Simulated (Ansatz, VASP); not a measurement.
Two plane-wave programs on Zr2HS4

INCAR

```
  ALGO = Normal
  DIPOL = 0.5 0.5 0.281
  EDIFF = 1E-6
  ENCUT = 400
  GGA = PE
  GGA_COMPAT = False
  IDIPOL = 3
  ISIF = 2
  ISMEAR = 0
  IVDW = 12
  LASPH = True
  LCHARG = False
  LDIPOL = True
  LREAL = False
  LWAVE = False
  NBANDS = 62
  NELM = 120
  NELMDL = -8
  PREC = Accurate
  SIGMA = 0.05
```

The input KPOINTS:

```
k-points
0
Gamma
  6 6 1
```

POSCAR

```
Zr2HS4
1.0
    7.2976778227      0.0000000000      0.0000000000
   -3.6488389114      6.3199743831      0.0000000000
    0.0000000000      0.0000000000     20.9171506047
S Zr H
8 4 2
Direct
    0.3333333333      0.1666666667      0.1912306354
    0.3333333333      0.6666666667      0.1912306354
    0.8333333333      0.1666666667      0.1912306354
    0.8333333333      0.6666666667      0.1912306354
    0.1666666667      0.3333333333      0.3306927762
    0.1666666667      0.8333333333      0.3306927762
    0.6666666667      0.3333333333      0.3306927762
    0.6666666667      0.8333333333      0.3306927762
    0.0000000000      0.0000000000      0.2609617058
    0.0000000000      0.5000000000      0.2609617058
    0.5000000000      0.0000000000      0.2609617058
    0.5000000000      0.5000000000      0.2609617058
    0.3076212038      0.6923787962      0.3981015752
    0.3590454629      0.6409545371      0.3981015752
```

Input for Ansatz:

```yaml
crystal:
  lattice:
    - [7.2976778227, 0.0, 0.0]
    - [-3.6488389114, 6.3199743831, 0.0]
    - [0.0, 0.0, 20.9171506047]
  atoms:
    - { symbol: S, position: [0.3333333333, 0.1666666667, 0.1912306354] }
    - { symbol: S, position: [0.3333333333, 0.6666666667, 0.1912306354] }
    - { symbol: S, position: [0.8333333333, 0.1666666667, 0.1912306354] }
    - { symbol: S, position: [0.8333333333, 0.6666666667, 0.1912306354] }
    - { symbol: Zr, position: [0.0, 0.0, 0.2609617058] }
    - { symbol: Zr, position: [0.0, 0.5, 0.2609617058] }
    - { symbol: Zr, position: [0.5, 0.0, 0.2609617058] }
    - { symbol: Zr, position: [0.5, 0.5, 0.2609617058] }
    - { symbol: S, position: [0.1666666667, 0.3333333333, 0.3306927762] }
    - { symbol: S, position: [0.1666666667, 0.8333333333, 0.3306927762] }
    - { symbol: S, position: [0.6666666667, 0.3333333333, 0.3306927762] }
    - { symbol: S, position: [0.6666666667, 0.8333333333, 0.3306927762] }
    - { symbol: H, position: [0.3076212038, 0.6923787962, 0.3981015752] }
    - { symbol: H, position: [0.3590454629, 0.6409545371, 0.3981015752] }
basis:
  ecutwfc: 420
kpoints:
  mp_grid: { grid: [6, 6, 1] }
hamiltonian:
  xc: pbe
  pseudopotentials: { kind: paw, azcp: { folder: soft_1 } }
  dispersion: d3bj
scf:
  occupations: { method: gaussian, width: 0.05 }
output:
  forces: true
  eigenvalues: true
efield:
  axis: 3
  dipole_correction: true
  ramp_width: 0.04
```

Alike in both runs: task single point; functional PBE; dispersion D3(BJ); k mesh 6 × 6 × 1; occupations gaussian, width 0.05 eV; no spin polarisation.

|  | VASP | Ansatz |
| --- | --- | --- |
| version | VASP 6.6.1 | Ansatz 0.2.0 |
| potentials or method | VASP PAW PBE potentials, release 64 (S, Zr_sv, H), cutoff 400 eV | scalar-relativistic, plane waves, PAW |
| valence electrons in the cell | 98 | 98 |

|  | VASP | Ansatz | Ansatz less VASP |
| --- | --- | --- | --- |
| gap on the k mesh at the Fermi level (eV) | 1.11 | 1.11 | +0.003 |
| least direct gap on the mesh (eV) | 1.11 | 1.11 | +0.003 |
| rms of the force components (eV/Å) | 1.058 | 1.053 | -0.0056 |
